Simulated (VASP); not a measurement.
# Zn5O (P6/mmm) in VASP: single point with PBE

Aim: the single point of Zn5O with PBE.

Everything below comes from runs of VASP 6.6.1. Logs are shortened: lines on timing, memory, paths and dates and some standing lists are left out, and cuts for length are marked.

### Step 1. The cell of the first run

It takes space group P6/mmm (No. 191, hexagonal). The conventional cell has a = 5.064 Å, b = 5.064 Å, c = 6.022 Å, α = 90.00°, β = 90.00°, γ = 120.00°. Within 2.5 Å of Zn (site symmetry 6mm) lie 1 O at 1.79 Å and 1 Zn at 2.45 Å. Zn (site symmetry mmm) has 8 Zn at 2.53 to 2.81 Å within 3.3 Å. O (site symmetry 6/mmm) has 2 Zn at 1.79 Å within 2.4 Å.

### Step 2. Single point, PBE

File POSCAR:

```
Zn5O
1.0
    5.0639661267      0.0000000000      0.0000000000
   -2.5319830634      4.3855233097      0.0000000000
    0.0000000000      0.0000000000      6.0215319661
Zn O
5 1
Direct
    0.0000000000      0.0000000000      0.7030514314
    0.5000000000      0.0000000000      0.5000000000
    0.0000000000      0.5000000000      0.5000000000
    0.5000000000      0.5000000000      0.5000000000
    0.0000000000      0.0000000000      0.2969485686
    0.0000000000      0.0000000000      0.0000000000
```

File INCAR.step1:

```
ALGO     = Normal         # electronic algorithm
EDIFF    = 1E-6           # SCF threshold, eV
ENCUT    = 520            # plane-wave cutoff, eV
GGA      = PE             # functional
ISIF     = 2              # what is computed and relaxed
ISMEAR   = 0              # smearing method
LASPH    = True           # aspherical terms in the spheres
LCHARG   = True           # write CHGCAR
LREAL    = False          # projectors in reciprocal space
LWAVE    = False          # write WAVECAR
NBANDS   = 42             # bands
NELM     = 60             # most SCF steps
PREC     = Accurate       # precision mode
SIGMA    = 0.1            # smearing width, eV
```

File KPOINTS.step1:

```
k-points
0
Gamma
  12 12 6
```

File INCAR.step2:

```
ALGO     = Normal         # electronic algorithm
EDIFF    = 1E-6           # SCF threshold, eV
ENCUT    = 520            # plane-wave cutoff, eV
GGA      = PE             # functional
ICHARG   = 11             # starting density
ISIF     = 2              # what is computed and relaxed
ISMEAR   = -5             # smearing method
LASPH    = True           # aspherical terms in the spheres
LCHARG   = False          # write CHGCAR
LORBIT   = 10             # projections on sites
LREAL    = False          # projectors in reciprocal space
LWAVE    = False          # write WAVECAR
NEDOS    = 2001           # points of the DOS
NELM     = 60             # most SCF steps
PREC     = Accurate       # precision mode
SIGMA    = 0.1            # smearing width, eV
```

File KPOINTS.step2:

```
k-points
0
Gamma
  18 18 9
```

Potentials or basis: VASP PAW PBE potentials, release 64 (Zn, O).

Started as:

```sh
$ cat potpaw_PBE.64/Zn/POTCAR potpaw_PBE.64/O/POTCAR > POTCAR
$ cp INCAR.step1 INCAR
$ cp KPOINTS.step1 KPOINTS
$ mpirun -np 1 vasp_std > vasp.out
$ cp INCAR.step2 INCAR
$ cp KPOINTS.step2 KPOINTS
$ mpirun -np 1 vasp_std > vasp.out
```

OUTCAR:

```text
EDIFF = 1E-6
   ENCUT = 520
   GGA = PE
   ICHARG = 11
   ISIF = 2
   ISMEAR = -5
   LASPH = True
   LORBIT = 10
   LREAL = False
   NELM = 60
   PREC = Accurate

 ion  position               nearest neighbor table
   1  0.000  0.000  0.703-   6 1.79   5 2.45   2 2.81   2 2.81   4 2.81   4 2.81   3 2.81   3 2.81

   2  0.500  0.000  0.500-   3 2.53   3 2.53   4 2.53   4 2.53   1 2.81   1 2.81   5 2.81   5 2.81

   3  0.000  0.500  0.500-   4 2.53   4 2.53   2 2.53   2 2.53   1 2.81   5 2.81   1 2.81   5 2.81

   4  0.500  0.500  0.500-   3 2.53   3 2.53   2 2.53   2 2.53   1 2.81   5 2.81   1 2.81   5 2.81

   5  0.000  0.000  0.297-   6 1.79   1 2.45   2 2.81   2 2.81   4 2.81   4 2.81   3 2.81   3 2.81

   6  0.000  0.000  0.000-   1 1.79   5 1.79

  LATTYP: Found a hexagonal cell.
 ALAT       =     5.0639661267
 C/A-ratio  =     1.1890940451

  Lattice vectors:

 A1 = (   5.0639661267,   0.0000000000,   0.0000000000)
 A2 = (  -2.5319830634,   4.3855233097,   0.0000000000)
 A3 = (   0.0000000000,   0.0000000000,   6.0215319661)

Analysis of symmetry for initial positions (statically):
=====================================================================
 Subroutine PRICEL returns:
 Original cell was already a primitive cell.

 Routine SETGRP: Setting up the symmetry group for a
 hexagonal supercell.

 Subroutine GETGRP returns: Found 24 space group operations
 (whereof 24 operations were pure point group operations)
 out of a pool of 24 trial point group operations.

The static configuration has the point symmetry D_6h.

Analysis of symmetry for dynamics (positions and initial velocities):
=====================================================================
 Subroutine PRICEL returns:
 Original cell was already a primitive cell.

 Routine SETGRP: Setting up the symmetry group for a
 hexagonal supercell.

 Subroutine GETGRP returns: Found 24 space group operations
 (whereof 24 operations were pure point group operations)
 out of a pool of 24 trial point group operations.

The dynamic configuration has the point symmetry D_6h.

 Subroutine INISYM returns: Found 24 space group operations
 (whereof 24 operations are pure point group operations),
 and found     1 'primitive' translations

----------------------------------------------------------------------------------------

                                     Primitive cell

  volume of cell :     133.7270

  direct lattice vectors                    reciprocal lattice vectors
     5.063966127  0.000000000  0.000000000     0.197473675  0.114011479  0.000000000
    -2.531983063  4.385523310  0.000000000     0.000000000  0.228022959  0.000000000
     0.000000000  0.000000000  6.021531966     0.000000000  0.000000000  0.166070695

  length of vectors
     5.063966127  5.063966127  6.021531966     0.228022959  0.228022959  0.166070695

  position of ions in fractional coordinates (direct lattice)
     0.000000000  0.000000000  0.703051431
     0.500000000  0.000000000  0.500000000
     0.000000000  0.500000000  0.500000000
     0.500000000  0.500000000  0.500000000
     0.000000000  0.000000000  0.296948569
     0.000000000  0.000000000  0.000000000

  ion indices of the primitive-cell ions
   primitive index   ion index
                 1           1
                 2           2
                 3           3
                 4           4
                 5           5
                 6           6

----------------------------------------------------------------------------------------

 KPOINTS: k-points

Automatic generation of k-mesh.
 Grid dimensions read from file:
 generate k-points for:   18   18    9

 Generating k-lattice:

  Cartesian coordinates                     Fractional coordinates (reciprocal lattice)
     0.010970760  0.006333971  0.000000000     0.055555556 -0.000000000  0.000000000
     0.000000000  0.012667942  0.000000000     0.000000000  0.055555556  0.000000000
     0.000000000  0.000000000  0.018452299     0.000000000  0.000000000  0.111111111

  Length of vectors
     0.012667942  0.012667942  0.018452299

  Shift w.r.t. Gamma in fractional coordinates (k-lattice)
     0.000000000  0.000000000  0.000000000

 TETIRR: Found   2805 inequivalent tetrahedra from    17496

 Subroutine IBZKPT returns following result:
 ===========================================

 Found    185 irreducible k-points:

 Following reciprocal coordinates:
            Coordinates               Weight
  0.000000  0.000000  0.000000      1.000000
  0.055556 -0.000000  0.000000      6.000000
  0.111111 -0.000000  0.000000      6.000000
  0.166667  0.000000  0.000000      6.000000
  0.222222  0.000000  0.000000      6.000000
  0.277778  0.000000  0.000000      6.000000
[... 16 lines left out ...]
  0.333333  0.111111  0.000000     12.000000
  0.388889  0.111111  0.000000     12.000000
 [... further k-points ...]
   k-points           NKPTS =    185   k-points in BZ     NKDIM =    185   number of bands    NBANDS=     39
   number of dos      NEDOS =   2001   number of ions     NIONS =      6
   total plane-waves  NPLWV =  76800
   dimension x,y,z NGX =    40 NGY =   40 NGZ =   48
   dimension x,y,z NGXF=    80 NGYF=   80 NGZF=   96
   ions per type =               5   1
   NGX,Y,Z   is equivalent  to a cutoff of  13.13, 13.13, 13.25 a.u.
   NGXF,Y,Z  is equivalent  to a cutoff of  26.26, 26.26, 26.50 a.u.
 SYSTEM =  unknown system
   PREC   = accura    normal or accurate (medium, high low for compatibility)
   ISTART =      0    job   : 0-new  1-cont  2-samecut
   ICHARG =     11    charge: 1-file 2-atom 10-const
   ISPIN  =      1    spin polarized calculation?
   LNONCOLLINEAR =      F non collinear calculations
   LSORBIT =      F    spin-orbit coupling
   LASPH  =      T    aspherical Exc in radial PAW
   ENCUT  =  520.0 eV  38.22 Ry    6.18 a.u.   9.42  9.42 11.20*2*pi/ulx,y,z
   NELM   =     60;   NELMIN=  2; NELMDL=  0     # of ELM steps
   EDIFF  = 0.1E-05   stopping-criterion for ELM
   LREAL  =      F    real-space projection
   EDIFFG = 0.1E-04   stopping-criterion for IOM
   NSW    =      0    number of steps for IOM
   IBRION =     -1    ionic relax: 0-MD 1-quasi-New 2-CG
   NFREE  =      0    steps in history (QN), initial steepest desc. (CG)
   ISIF   =      2    stress and relaxation
   ISYM   =      2    0-nonsym 1-usesym 2-fastsym
   POTIM  = 0.5000    time-step for ionic-motion
   TEBEG  =    0.0;   TEEND  =   0.0 temperature during run
   PSTRESS=    0.0 pullay stress
   NELECT =      66.0000    total number of electrons
   NUPDOWN=      -1.0000    fix difference up-down
   EMIN   =  10.00;   EMAX   =-10.00  energy-range for DOS
   EFERMI =   0.00;   METHOD = LEGACY
   ISMEAR =    -5;   SIGMA  =   0.10  broadening in eV -4-tet -1-fermi 0-gaus
   EFERMI_NEDOS =   21; number of points for ismear=-14 and -15
   IALGO  =     38    algorithm
   IMIX   =      4    mixing-type and parameters
     AMIX     =   0.40;   BMIX     =  1.00
     AMIX_MAG =   1.60;   BMIX_MAG =  1.00
  volume/ion in A,a.u.               =      22.29       150.41
  Fermi-wavevector in a.u.,A,eV,Ry     =   1.293748  2.444829 22.773217  1.673784
  Thomas-Fermi vector in A             =   2.425374
   LORBIT       =     10    0 simple, 1 ext, 2 COOP (PROOUT), +10 PAW based schemes
   GGA     = PE    functional components
   LHFCALC =     F    Hartree Fock is set to
   AEXX    =    0.0000 exact exchange contribution
   IVDW    =     0    specifies the selected vdW correction
   LEPSILON=     F    determine dielectric tensor
   LRPA    =     F    only Hartree local field effects (RPA)
 non-spin polarized calculation
 Fermi weights with tetrahedron method with Bloechl corrections
  energy-cutoff  :      520.00
  volume of cell :      133.73
 maximum number of plane-waves:      3635
 NGX is ok and might be reduce to    40

 number of electron      66.0000060 magnetization

 Free energy of the ion-electron system (eV)
  ---------------------------------------------------
  ext. energy  EPLUGINS =         0.00000000
  ---------------------------------------------------
  free energy    TOTEN  =       -10.80148344 eV

  energy without entropy =      -10.80148344  energy(sigma->0) =      -10.80148344

 E-fermi :   0.0513     XC(G=0):  -8.4989

 val. band max:        0.1118302160   @ k =   0.0000   0.0000   0.0000
 cond. band min:       0.0261050262   @ k =   0.2222   0.1111   0.2222
 fundamental gap:     -0.0857251898
 Fermi energy:         0.0513226966

 k-point     1 :       0.0000    0.0000    0.0000
  band No.  band energies     occupation
      1     -17.5195      2.00000
      2      -9.0346      2.00000
      3      -8.3662      2.00000
      4      -8.1571      2.00000
      5      -8.1571      2.00000
      6      -7.8868      2.00000
[... 31 lines left out ...]
     38       3.5645      0.00000
     39       5.3572      0.00000

 k-point     2 :       0.0556   -0.0000    0.0000
  band No.  band energies     occupation
      1     -17.5194      2.00000
      2      -9.0146      2.00000
      3      -8.3591      2.00000
      4      -8.1549      2.00000
      5      -8.1497      2.00000
      6      -7.8832      2.00000
[... 913 lines left out ...]
     38       4.9052      0.00000
     39       5.9582      0.00000

 k-point    24 :       0.3889    0.1111    0.0000
  band No.  band energies     occupation
      1     -17.5148      2.00000
      2      -8.3041      2.00000
      3      -8.0205      2.00000
      4      -7.9066      2.00000
      5      -7.8741      2.00000
      6      -7.7503      2.00000
[... 31 lines left out ...]
     38       5.2236      0.00000
     39       5.8722      0.00000

 [... further k-points ...]

------------------------ aborting loop because EDIFF is reached ----------------------------------------

  FORCE on cell =-STRESS in cart. coord.  units (eV):
  Direction    XX          YY          ZZ          XY          YZ          ZX
  --------------------------------------------------------------------------------------
  -------------------------------------------------------------------------------------
  Total        0.1461670      0.1461670      0.9126653     -0.0000000      0.0000000     -0.0000000
  in kB        1.7512203      1.7512203     10.9345998     -0.0000000      0.0000000     -0.0000000
  external PRESSURE =       4.8123468 kB  Pullay stress =       0.0000000 kB

 VOLUME and BASIS-vectors are now :
 -----------------------------------------------------------------------------
  energy-cutoff  :      520.00
  volume of cell :      133.73
      direct lattice vectors                 reciprocal lattice vectors
     5.063966127  0.000000000  0.000000000     0.197473675  0.114011479  0.000000000
    -2.531983063  4.385523310  0.000000000     0.000000000  0.228022959  0.000000000
     0.000000000  0.000000000  6.021531966     0.000000000  0.000000000  0.166070695

 POSITION                                       TOTAL-FORCE (eV/Angst)
 -----------------------------------------------------------------------------------
      0.00000      0.00000      4.23345         0.000000     -0.000000     -0.157750
      2.53198      0.00000      3.01077        -0.000000      0.000000      0.000000
     -1.26599      2.19276      3.01077        -0.000000      0.000000      0.000000
      1.26599      2.19276      3.01077        -0.000000      0.000000      0.000000
      0.00000      0.00000      1.78809        -0.000000      0.000000      0.157750
      0.00000      0.00000      0.00000        -0.000000      0.000000      0.000000
 -----------------------------------------------------------------------------------
    total drift:                               -0.000000      0.000000     -0.000000

  FREE ENERGIE OF THE ION-ELECTRON SYSTEM (eV)
  ---------------------------------------------------
  free  energy   TOTEN  =       -10.8014834370 eV

  energy  without entropy=      -10.8014834370  energy(sigma->0) =      -10.80148344

 total charge

# of ion       s       p       d       tot
------------------------------------------
    1        0.573   0.482   9.777  10.832
    2        0.635   0.428   9.711  10.774
    3        0.635   0.428   9.711  10.774
    4        0.635   0.428   9.711  10.774
    5        0.573   0.482   9.777  10.832
    6        1.558   3.405   0.000   4.963
--------------------------------------------------
tot          4.608   5.654  48.687  58.949
```

Wall time 6.1 min (1 thread of Intel Xeon 6975P-C (Granite Rapids), shared host); peak memory 0.77 GiB.

Results:

| Quantity | Value |
| --- | --- |
| Valence electrons inside the program's atomic spheres | Zn 10.83, 10.77 (each value once); O 4.96 |

Caveat: tetrahedron occupations give inexact forces and stress in metals.
